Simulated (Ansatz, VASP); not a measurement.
## N: VASP beside Ansatz

```
CELL_PARAMETERS angstrom
9.80000 0.00000 0.00000
0.00000 10.00000 0.00000
0.00000 0.00000 9.40000
ATOMIC_POSITIONS crystal
N 0.46025 0.46105 0.50000
N 0.53975 0.53895 0.50000
```

Alike in both runs: task single point; functional PBE; dispersion D3(BJ); k mesh 1 × 1 × 1; occupations gaussian, width 0.01 eV; no spin polarisation.

|  | VASP | Ansatz |
| --- | --- | --- |
| version | VASP 6.6.1 | Ansatz 0.2.0 |
| potentials or method | VASP PAW PBE potentials, release 64 (N_h), cutoff 910 eV | scalar-relativistic, plane waves, PAW |
| valence electrons in the cell | 10 | 10 |

```csv
,VASP,Ansatz,Ansatz less VASP
gap on the k mesh at the Fermi level (eV),8.25,8.24,-0.011
rms of the force components (eV/Å),0.077,0.035,-0.0415
```

Atom by atom the forces differ by 0.042 eV/Å (rms over components).

Noted on VASP's run: the cutoff is short for stress, so the pressure is rough.
